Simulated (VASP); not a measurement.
# MgSi (P4/mmm) in VASP: a series of runs

The runs below take MgSi through single point, with PBEsol.

All numbers are computed with VASP 6.6.1; they aren't measurements. Logs are shortened: lines on timing, memory, paths and dates and some standing lists are left out, and cuts for length are marked.

## (1) The cell of the first run

The structure is tetragonal, space group P4/mmm (No. 123). The conventional cell has a = 2.908 Å, b = 2.908 Å, c = 4.103 Å, α = 90.00°, β = 90.00°, γ = 90.00°. Si (site symmetry 4/mmm) has 8 Mg at 2.90 Å and 4 Si at 2.91 Å within 3.8 Å. Within 3.8 Å of Mg (site symmetry 4/mmm) lie 8 Si at 2.90 Å and 4 Mg at 2.91 Å.

## (2) Single point, PBEsol

INCAR

```
SYSTEM = MgSi
PREC = Accurate
ENCUT = 520
EDIFF = 1E-7
ISMEAR = -1
SIGMA = 0.05
LREAL = .FALSE.
LASPH = .TRUE.
NELM = 60
ALGO = Normal
ISIF = 2
LWAVE = .FALSE.
LCHARG = .FALSE.
GGA = PS
NBANDS = 10
```

KPOINTS

```
regular mesh
0
G
  9 9 7
  0 0 0
```

POSCAR

```
MgSi
1.0
    2.9083940000      0.0000000000      0.0000000000
    0.0000000000      2.9083940000      0.0000000000
    0.0000000000      0.0000000000      4.1034270000
Si Mg
1 1
Direct
    0.5000000000      0.5000000000      0.5000000000
    0.0000000000      0.0000000000      0.0000000000
```

Potentials or basis: VASP PAW PBE potentials, release 64 (Si, Mg).

Started as:

```
$ cat potpaw_PBE.64/Si/POTCAR potpaw_PBE.64/Mg/POTCAR > POTCAR
$ mpirun -np 1 vasp_std > vasp.out
```

OUTCAR:

```text
SYSTEM = MgSi
   PREC = Accurate
   ENCUT = 520
   EDIFF = 1E-7
   ISMEAR = -1
   LREAL = .FALSE.
   LASPH = .TRUE.
   NELM = 60
   ISIF = 2
   GGA = PS

 ion  position               nearest neighbor table
   1  0.500  0.500  0.500-   2 2.90   2 2.90   2 2.90   2 2.90   2 2.90   2 2.90   2 2.90   2 2.90

   2  0.000  0.000  0.000-   1 2.90   1 2.90   1 2.90   1 2.90   1 2.90   1 2.90   1 2.90   1 2.90

  LATTYP: Found a simple tetragonal cell.
 ALAT       =     2.9083940000
 C/A-ratio  =     1.4108910278

  Lattice vectors:

 A1 = (   2.9083940000,   0.0000000000,   0.0000000000)
 A2 = (   0.0000000000,   2.9083940000,   0.0000000000)
 A3 = (   0.0000000000,   0.0000000000,   4.1034270000)

Analysis of symmetry for initial positions (statically):
=====================================================================
 Subroutine PRICEL returns:
 Original cell was already a primitive cell.

 Routine SETGRP: Setting up the symmetry group for a
 simple tetragonal supercell.

 Subroutine GETGRP returns: Found 16 space group operations
 (whereof 16 operations were pure point group operations)
 out of a pool of 16 trial point group operations.

The static configuration has the point symmetry D_4h.

Analysis of symmetry for dynamics (positions and initial velocities):
=====================================================================
 Subroutine PRICEL returns:
 Original cell was already a primitive cell.

 Routine SETGRP: Setting up the symmetry group for a
 simple tetragonal supercell.

 Subroutine GETGRP returns: Found 16 space group operations
 (whereof 16 operations were pure point group operations)
 out of a pool of 16 trial point group operations.

The dynamic configuration has the point symmetry D_4h.

 Subroutine INISYM returns: Found 16 space group operations
 (whereof 16 operations are pure point group operations),
 and found     1 'primitive' translations

----------------------------------------------------------------------------------------

                                     Primitive cell

  volume of cell :      34.7099

  direct lattice vectors                    reciprocal lattice vectors
     2.908394000  0.000000000  0.000000000     0.343832369  0.000000000  0.000000000
     0.000000000  2.908394000  0.000000000     0.000000000  0.343832369  0.000000000
     0.000000000  0.000000000  4.103427000     0.000000000  0.000000000  0.243698743

  length of vectors
     2.908394000  2.908394000  4.103427000     0.343832369  0.343832369  0.243698743

  position of ions in fractional coordinates (direct lattice)
     0.500000000  0.500000000  0.500000000
     0.000000000  0.000000000  0.000000000

  ion indices of the primitive-cell ions
   primitive index   ion index
                 1           1
                 2           2

----------------------------------------------------------------------------------------

 KPOINTS: regular mesh

Automatic generation of k-mesh.
 Grid dimensions read from file:
 generate k-points for:    9    9    7

 Generating k-lattice:

  Cartesian coordinates                     Fractional coordinates (reciprocal lattice)
     0.038203597  0.000000000  0.000000000     0.111111111  0.000000000  0.000000000
     0.000000000  0.038203597  0.000000000     0.000000000  0.111111111  0.000000000
     0.000000000  0.000000000  0.034814106     0.000000000  0.000000000  0.142857143

  Length of vectors
     0.038203597  0.038203597  0.034814106

  Shift w.r.t. Gamma in fractional coordinates (k-lattice)
     0.000000000  0.000000000  0.000000000

 Subroutine IBZKPT returns following result:
 ===========================================

 Found     60 irreducible k-points:

 Following reciprocal coordinates:
            Coordinates               Weight
  0.000000  0.000000  0.000000      1.000000
  0.111111  0.000000  0.000000      4.000000
  0.222222  0.000000  0.000000      4.000000
  0.333333  0.000000  0.000000      4.000000
  0.444444  0.000000  0.000000      4.000000
  0.111111  0.111111  0.000000      4.000000
[... 16 lines left out ...]
  0.333333  0.111111  0.142857     16.000000
  0.444444  0.111111  0.142857     16.000000
 [... further k-points ...]
   k-points           NKPTS =     60   k-points in BZ     NKDIM =     60   number of bands    NBANDS=     10
   number of dos      NEDOS =    301   number of ions     NIONS =      2
   total plane-waves  NPLWV =  18432
   dimension x,y,z NGX =    24 NGY =   24 NGZ =   32
   dimension x,y,z NGXF=    48 NGYF=   48 NGZF=   64
   ions per type =               1   1
   NGX,Y,Z   is equivalent  to a cutoff of  13.72, 13.72, 12.96 a.u.
   NGXF,Y,Z  is equivalent  to a cutoff of  27.44, 27.44, 25.93 a.u.
 SYSTEM =  MgSi
   PREC   = accura    normal or accurate (medium, high low for compatibility)
   ISTART =      0    job   : 0-new  1-cont  2-samecut
   ICHARG =      2    charge: 1-file 2-atom 10-const
   ISPIN  =      1    spin polarized calculation?
   LNONCOLLINEAR =      F non collinear calculations
   LSORBIT =      F    spin-orbit coupling
   LASPH  =      T    aspherical Exc in radial PAW
   ENCUT  =  520.0 eV  38.22 Ry    6.18 a.u.   5.41  5.41  7.63*2*pi/ulx,y,z
   NELM   =     60;   NELMIN=  2; NELMDL= -5     # of ELM steps
   EDIFF  = 0.1E-06   stopping-criterion for ELM
   LREAL  =      F    real-space projection
   EDIFFG = 0.1E-05   stopping-criterion for IOM
   NSW    =      0    number of steps for IOM
   IBRION =     -1    ionic relax: 0-MD 1-quasi-New 2-CG
   NFREE  =      0    steps in history (QN), initial steepest desc. (CG)
   ISIF   =      2    stress and relaxation
   ISYM   =      2    0-nonsym 1-usesym 2-fastsym
   POTIM  = 0.5000    time-step for ionic-motion
   TEBEG  =    0.0;   TEEND  =   0.0 temperature during run
   PSTRESS=    0.0 pullay stress
   NELECT =       6.0000    total number of electrons
   NUPDOWN=      -1.0000    fix difference up-down
   EMIN   =  10.00;   EMAX   =-10.00  energy-range for DOS
   EFERMI =   0.00;   METHOD = LEGACY
   ISMEAR =    -1;   SIGMA  =   0.05  broadening in eV -4-tet -1-fermi 0-gaus
   EFERMI_NEDOS =   21; number of points for ismear=-14 and -15
   IALGO  =     38    algorithm
   IMIX   =      4    mixing-type and parameters
     AMIX     =   0.40;   BMIX     =  1.00
     AMIX_MAG =   1.60;   BMIX_MAG =  1.00
  volume/ion in A,a.u.               =      17.35       117.12
  Fermi-wavevector in a.u.,A,eV,Ry     =   0.911957  1.723348 11.315488  0.831665
  Thomas-Fermi vector in A             =   2.036296
   LORBIT       =      0    0 simple, 1 ext, 2 COOP (PROOUT), +10 PAW based schemes
   GGA     = PS    functional components
   LHFCALC =     F    Hartree Fock is set to
   AEXX    =    0.0000 exact exchange contribution
   IVDW    =     0    specifies the selected vdW correction
   LEPSILON=     F    determine dielectric tensor
   LRPA    =     F    only Hartree local field effects (RPA)
 non-spin polarized calculation
  energy-cutoff  :      520.00
  volume of cell :       34.71
 maximum number of plane-waves:       950
 NGX is ok and might be reduce to    24
   NGX = 11   NGY = 11   NGZ = 15

 number of electron       6.0000000 magnetization

 Free energy of the ion-electron system (eV)
  ---------------------------------------------------
  ext. energy  EPLUGINS =         0.00000000
  ---------------------------------------------------
  free energy    TOTEN  =        -7.33502532 eV

  energy without entropy =       -7.32782109  energy(sigma->0) =       -7.33142320

 E-fermi :   5.9709     XC(G=0):  -9.9667

 val. band max:        5.9653931976   @ k =   0.4444   0.1111   0.0000
 cond. band min:       5.9863965563   @ k =   0.4444   0.4444   0.2857
 fundamental gap:      0.0210033587
 Fermi energy:         5.9708528678

 k-point     1 :       0.0000    0.0000    0.0000
  band No.  band energies     occupation
      1      -5.1558      2.00000
      2       3.2625      2.00000
      3       5.0958      2.00000
      4      10.4523      0.00000
      5      10.4523      0.00000
      6      11.5171      0.00000
      7      14.4229      0.00000
      8      18.5624      0.00000
      9      18.5624      0.00000
     10      18.9818      0.00000

 k-point     2 :       0.1111    0.0000    0.0000
  band No.  band energies     occupation
      1      -4.9479      2.00000
      2       3.4460      2.00000
      3       5.3061      2.00000
      4       8.0179      0.00000
      5      10.6157      0.00000
      6      12.8051      0.00000
      7      15.8695      0.00000
      8      16.2095      0.00000
      9      17.5736      0.00000
     10      18.7608      0.00000

 k-point     3 :       0.2222    0.0000    0.0000
  band No.  band energies     occupation
      1      -4.3303      2.00000
      2       3.9876      2.00000
      3       5.1455      2.00000
      4       5.9575      1.13319
      5      11.0911      0.00000
      6      13.4096      0.00000
      7      13.6302      0.00000
      8      14.8477      0.00000
      9      19.3471      0.00000
     10      19.6490      0.00000

 k-point     4 :       0.3333    0.0000    0.0000
  band No.  band energies     occupation
      1      -3.3320      2.00000
      2       2.6224      2.00000
      3       4.8423      2.00000
      4       6.9590      0.00000
      5      10.9947      0.00000
      6      11.8096      0.00000
      7      12.5300      0.00000
      8      14.7419      0.00000
      9      18.2706      0.00000
     10      20.1585      0.00000
[... 222 lines left out ...]
 k-point    22 :       0.2222    0.1111    0.1429
  band No.  band energies     occupation
      1      -3.9878      2.00000
      2       2.8330      2.00000
      3       5.4442      1.99995
      4       7.8163      0.00000
      5       9.0230      0.00000
      6      12.2010      0.00000
      7      15.2232      0.00000
      8      16.4447      0.00000
      9      17.0266      0.00000
     10      18.2175      0.00000

 k-point    23 :       0.3333    0.1111    0.1429
  band No.  band energies     occupation
      1      -2.9944      2.00000
      2       2.9372      2.00000
      3       3.7589      2.00000
      4       8.7037      0.00000
      5       9.8049      0.00000
      6       9.8701      0.00000
      7      14.2837      0.00000
      8      15.7989      0.00000
      9      16.6990      0.00000
     10      17.6077      0.00000

 k-point    24 :       0.4444    0.1111    0.1429
  band No.  band energies     occupation
      1      -1.7891      2.00000
      2       0.9605      2.00000
      3       4.8170      2.00000
      4       7.9069      0.00000
      5       9.9192      0.00000
      6      10.7141      0.00000
      7      12.6301      0.00000
      8      14.3110      0.00000
      9      17.3855      0.00000
     10      18.5012      0.00000

 [... further k-points ...]

------------------------ aborting loop because EDIFF is reached ----------------------------------------

  FORCE on cell =-STRESS in cart. coord.  units (eV):
  Direction    XX          YY          ZZ          XY          YZ          ZX
  --------------------------------------------------------------------------------------
  -------------------------------------------------------------------------------------
  Total        0.1187862      0.1187862     -1.2402707      0.0000000      0.0000000     -0.0000000
  in kB        5.4830638      5.4830638    -57.2497886      0.0000000      0.0000000     -0.0000000
  external PRESSURE =     -15.4278870 kB  Pullay stress =       0.0000000 kB

 VOLUME and BASIS-vectors are now :
 -----------------------------------------------------------------------------
  energy-cutoff  :      520.00
  volume of cell :       34.71
      direct lattice vectors                 reciprocal lattice vectors
     2.908394000  0.000000000  0.000000000     0.343832369  0.000000000  0.000000000
     0.000000000  2.908394000  0.000000000     0.000000000  0.343832369  0.000000000
     0.000000000  0.000000000  4.103427000     0.000000000  0.000000000  0.243698743

 POSITION                                       TOTAL-FORCE (eV/Angst)
 -----------------------------------------------------------------------------------
      1.45420      1.45420      2.05171         0.000000      0.000000      0.000000
      0.00000      0.00000      0.00000         0.000000      0.000000      0.000000
 -----------------------------------------------------------------------------------
    total drift:                               -0.000000     -0.000000     -0.000000

  FREE ENERGIE OF THE ION-ELECTRON SYSTEM (eV)
  ---------------------------------------------------
  free  energy   TOTEN  =        -7.3350253169 eV

  energy  without entropy=       -7.3278210864  energy(sigma->0) =       -7.33142320
```

Run time: 5.7 s. Hardware: 1 thread of Intel Xeon 6975P-C (Granite Rapids), shared host; peak memory 0.15 GiB.

Results:

```
Free energy            : -7.3350 eV
Pressure               : -1.5 GPa
Band gap on the k mesh : zero (band 3 reaches 10.91 eV, above the bottom of band 4 at 5.00 eV)
```

Levels at points of the mesh, in eV from the Fermi level:
```tsv
k point	band 1	band 2	band 3	band 4	band 5	band 6	band 7
(0.00, 0.00, 0.00)	-11.13	-2.71	-0.88	4.48	4.48	5.55	8.45
```

Caveat: the PAW data sets were made with another functional, which shifts forces and pressure a little.

[end of part 1 of 2]
